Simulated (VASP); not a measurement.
# Ta4S in VASP: a series of runs, part 2 of 2

VASP 6.6.1. Earlier steps stand in the parts before.

## Step 3: Single point, PBE

Contents of INCAR:

```
PREC = Accurate
ENCUT = 520
EDIFF = 1E-6
ISMEAR = 0
SIGMA = 0.1
LREAL = False
LASPH = True
NELM = 100
ALGO = Normal
ISIF = 2
LWAVE = False
LCHARG = False
LDIPOL = True
IDIPOL = 3
DIPOL = 0.5 0.5 0.357
GGA = PE
NBANDS = 33
```

Contents of KPOINTS:

```
Automatic mesh
0
Gamma
  8 8 1
```

Contents of POSCAR:

```
Ta4S
1.0
    3.3189671341      0.0000000000      0.0000000000
    0.0000000000      3.3189671341      0.0000000000
    0.0000000000      0.0000000000     20.2996559613
Ta S
4 1
Direct
    0.5000000000      0.5000000000      0.1970476745
    0.0000000000      0.0000000000      0.2787970189
    0.5000000000      0.5000000000      0.3599139055
    0.0000000000      0.0000000000      0.4334879359
    0.2500000000      0.3750000000      0.5164277287
```

Potentials or basis: VASP PAW PBE potentials, release 64 (Ta_pv, S).

The run is started by

```bash
> cat potpaw_PBE.64/Ta_pv/POTCAR potpaw_PBE.64/S/POTCAR > POTCAR
> mpirun -np 1 vasp_std > vasp.out
```

OUTCAR:

```text
PREC = Accurate
   ENCUT = 520
   EDIFF = 1E-6
   ISMEAR = 0
   LREAL = False
   LASPH = True
   NELM = 100
   ISIF = 2
   GGA = PE

 ion  position               nearest neighbor table
   1  0.500  0.500  0.197-   2 2.87   2 2.87   2 2.87   2 2.87   3 3.31
   2  0.000  0.000  0.279-   3 2.87   3 2.87   3 2.87   3 2.87   1 2.87   1 2.87   1 2.87   1 2.87
                             4 3.14
   3  0.500  0.500  0.360-   4 2.78   4 2.78   4 2.78   4 2.78   2 2.87   2 2.87   2 2.87   2 2.87
                             1 3.31
   4  0.000  0.000  0.433-   5 2.25   3 2.78   3 2.78   3 2.78   3 2.78   5 2.80   2 3.14
   5  0.250  0.375  0.516-   4 2.25   4 2.80

  LATTYP: Found a simple tetragonal cell.
 ALAT       =     3.3189671341
 C/A-ratio  =     6.1162569984

  Lattice vectors:

 A1 = (   3.3189671341,   0.0000000000,   0.0000000000)
 A2 = (   0.0000000000,   3.3189671341,   0.0000000000)
 A3 = (   0.0000000000,   0.0000000000,  20.2996559613)

Analysis of symmetry for initial positions (statically):
=====================================================================
 Subroutine PRICEL returns:
 Original cell was already a primitive cell.

 Routine SETGRP: Setting up the symmetry group for a
 simple tetragonal supercell.

 Subroutine GETGRP returns: Found  1 space group operations
 (whereof  1 operations were pure point group operations)
 out of a pool of 16 trial point group operations.

The static configuration has the point symmetry C_1 .

Analysis of symmetry for dynamics (positions and initial velocities):
=====================================================================
 Subroutine PRICEL returns:
 Original cell was already a primitive cell.

 Routine SETGRP: Setting up the symmetry group for a
 simple tetragonal supercell.

 Subroutine GETGRP returns: Found  1 space group operations
 (whereof  1 operations were pure point group operations)
 out of a pool of 16 trial point group operations.

The dynamic configuration has the point symmetry C_1 .

 Subroutine INISYM returns: Found  1 space group operations
 (whereof  1 operations are pure point group operations),
 and found     1 'primitive' translations

[... 134 lines left out ...]
  volume of cell :      223.61
 maximum number of plane-waves:      6059
 NGX is ok and might be reduce to    28
   NGX = 13   NGY = 13   NGZ = 75

 dipolmoment           0.000000      0.000000     -0.011902 electrons x Angstroem

 number of electron      49.9999995 magnetization

 dipolmoment           0.000000      0.000000      0.086181 electrons x Angstroem

 Free energy of the ion-electron system (eV)
  ---------------------------------------------------
  ext. energy  EPLUGINS =         0.00000000
  ---------------------------------------------------
  free energy    TOTEN  =       -49.43921208 eV

  energy without entropy =      -49.40977128  energy(sigma->0) =      -49.42449168

 E-fermi :  -0.2649     XC(G=0):  -5.8758

 val. band max:       -0.2676566311   @ k =   0.5000   0.3750   0.0000
 cond. band min:      -0.2589887631   @ k =   0.0000   0.1250   0.0000
 fundamental gap:      0.0086678680
 Fermi energy:        -0.2648536090

 k-point     1 :       0.0000    0.0000    0.0000
  band No.  band energies     occupation
      1     -35.2645      2.00000
      2     -35.0819      2.00000
      3     -35.0753      2.00000
      4     -34.7299      2.00000
      5     -34.7034      2.00000
      6     -34.6713      2.00000
[... 853 lines left out ...]
     32       3.1349      0.00000
     33       3.3524      0.00000

 [... further k-points ...]

------------------------ aborting loop because EDIFF is reached ----------------------------------------

 vacuum level on the upper side and lower side of the slab       (xc-potential included)         0.541        -0.889

  FORCE on cell =-STRESS in cart. coord.  units (eV):
  Direction    XX          YY          ZZ          XY          YZ          ZX
  --------------------------------------------------------------------------------------
  -------------------------------------------------------------------------------------
  Total       -1.1012410     -1.3035644      0.2090088      1.8009085      2.4043420      1.4358524
  in kB       -7.8903880     -9.3400345      1.4975471     12.9035036     17.2271026     10.2878776
  external PRESSURE =      -5.2442918 kB  Pullay stress =       0.0000000 kB

 VOLUME and BASIS-vectors are now :
 -----------------------------------------------------------------------------
  energy-cutoff  :      520.00
  volume of cell :      223.61
      direct lattice vectors                 reciprocal lattice vectors
     3.318967134  0.000000000  0.000000000     0.301298555  0.000000000  0.000000000
     0.000000000  3.318967134  0.000000000     0.000000000  0.301298555  0.000000000
     0.000000000  0.000000000 20.299655961     0.000000000  0.000000000  0.049261919

 POSITION                                       TOTAL-FORCE (eV/Angst)
 -----------------------------------------------------------------------------------
      1.65948      1.65948      4.00000         0.110148      0.122095      1.074617
      0.00000      0.00000      5.65948         0.093714      0.017344     -1.147017
      1.65948      1.65948      7.30613        -0.502796     -0.329981     -1.203455
      0.00000      0.00000      8.79966        -0.596925     -1.325198      1.276918
      0.82974      1.24461     10.48331         0.895859      1.515740     -0.001064
 -----------------------------------------------------------------------------------
    total drift:                                0.000057      0.000065      0.000301

  FREE ENERGIE OF THE ION-ELECTRON SYSTEM (eV)
  ---------------------------------------------------
  free  energy   TOTEN  =       -49.4392120774 eV

  energy  without entropy=      -49.4097712763  energy(sigma->0) =      -49.42449168

 vacuum level on the upper side and lower side of the slab         4.932         3.452
```

stdout:

```text
POSCAR found type information on POSCAR TaS
 POSCAR found :  2 types and       5 ions
 scaLAPACK will be used
 LDA part: xc-table for (Slater+PW92), standard interpolation
 POSCAR, INCAR and KPOINTS ok, starting setup
 FFT: planning ... GRIDC
 FFT: planning ... GRID_SOFT
 FFT: planning ... GRID
 WAVECAR not read
 entering main loop
```

Run time: 5.2 min. Hardware: 1 thread of Intel Xeon 6975P-C (Granite Rapids), shared host; peak memory 0.45 GiB.

Results:

```
Free energy            : -49.4392 eV
Largest force          : 1.935 eV/Å
Band gap on the k mesh : zero (band 25 reaches 0.08 eV, above the bottom of band 26 at -0.46 eV)
```

Forces in eV/Å, atoms in the order of the input:
```
Ta   0.110  0.122  1.075
Ta   0.094  0.017 -1.147
Ta  -0.503 -0.330 -1.203
Ta  -0.597 -1.325  1.277
S    0.896  1.516 -0.001
```

Levels at points of the mesh, in eV from the Fermi level:
```
           k point  band 23  band 24  band 25  band 26  band 27  band 28
(0.00, 0.00, 0.00)    -0.02     0.34     0.34     0.46     0.60     0.66
(0.50, 0.00, 0.00)    -0.90    -0.57    -0.05     0.11     0.65     0.96
(0.00, 0.50, 0.00)    -0.91    -0.57     0.02     0.13     0.23     0.93
(0.50, 0.50, 0.00)    -1.44    -0.60    -0.33     0.14     1.89     2.02
```

Caveat: spin-orbit coupling is left out, which moves the levels of the heavy elements.

## Step 4: Single point, PBE

Contents of INCAR:

```
SYSTEM = Ta4S
  PREC = Accurate
  ENCUT = 520
  EDIFF = 1E-6
  ISMEAR = 0
  SIGMA = 0.1
  LREAL = .FALSE.
  LASPH = .TRUE.
  NELM = 80
  ALGO = Normal
  ISIF = 2
  LWAVE = .FALSE.
  LCHARG = .TRUE.
  LDIPOL = .TRUE.
  IDIPOL = 3
  DIPOL = 0.5 0.5 0.359
  GGA = PE
  LELF = .TRUE.
  LVHAR = .TRUE.
  LVACPOTAV = .TRUE.
  NBANDS = 33
```

Contents of KPOINTS:

```
regular mesh
0
G
  8 8 1
  0 0 0
```

Changes to POSCAR since step 3:

```diff
@@ -12,2 +12,2 @@
     0.0000000000      0.0000000000      0.4334879359
-    0.2500000000      0.3750000000      0.5164277287
+    0.1250000000      0.3750000000      0.5240085587
```

The run is started by

```bash
> cat potpaw_PBE.64/Ta_pv/POTCAR potpaw_PBE.64/S/POTCAR > POTCAR
> mpirun -np 1 vasp_std > vasp.out
```

Run time: 4.4 min. Hardware: 1 thread of Intel Xeon 6975P-C (Granite Rapids), shared host; peak memory 0.45 GiB.

The run converged. Its results:

| Item | Value |
| --- | --- |
| Free energy | -49.2348 eV |
| Largest force | 2.143 eV/Å |
| Band gap on the k mesh | zero (band 25 reaches -0.09 eV, above the bottom of band 26 at -0.75 eV) |

Forces in eV/Å, atoms in the order of the input:
```
Ta   0.043  0.110  1.134
Ta   0.053 -0.026 -1.266
Ta  -0.295 -0.264 -1.766
Ta  -0.051 -0.996  1.897
S    0.250  1.177  0.001
```

Levels at points of the mesh, in eV from the Fermi level:
| k point | band 21 | band 22 | band 23 | band 24 | band 25 | band 26 | band 27 | band 28 | band 29 | band 30 |
| --- | --- | --- | --- | --- | --- | --- | --- | --- | --- | --- |
| (0.00, 0.00, 0.00) | -0.81 | -0.40 | -0.13 | 0.38 | 0.38 | 0.48 | 0.58 | 0.91 | 1.01 | 1.71 |
| (0.50, 0.00, 0.00) | -1.39 | -1.06 | -0.83 | -0.26 | 0.09 | 0.19 | 0.80 | 1.02 | 1.31 | 1.88 |
| (0.00, 0.50, 0.00) | -1.41 | -1.21 | -0.87 | -0.42 | 0.18 | 0.25 | 0.76 | 0.97 | 1.45 | 2.09 |
| (0.50, 0.50, 0.00) | -1.84 | -1.46 | -1.32 | -0.87 | -0.29 | 0.02 | 1.83 | 2.06 | 2.35 | 2.44 |

Caveat: spin-orbit coupling is left out, which moves the levels of the heavy elements.
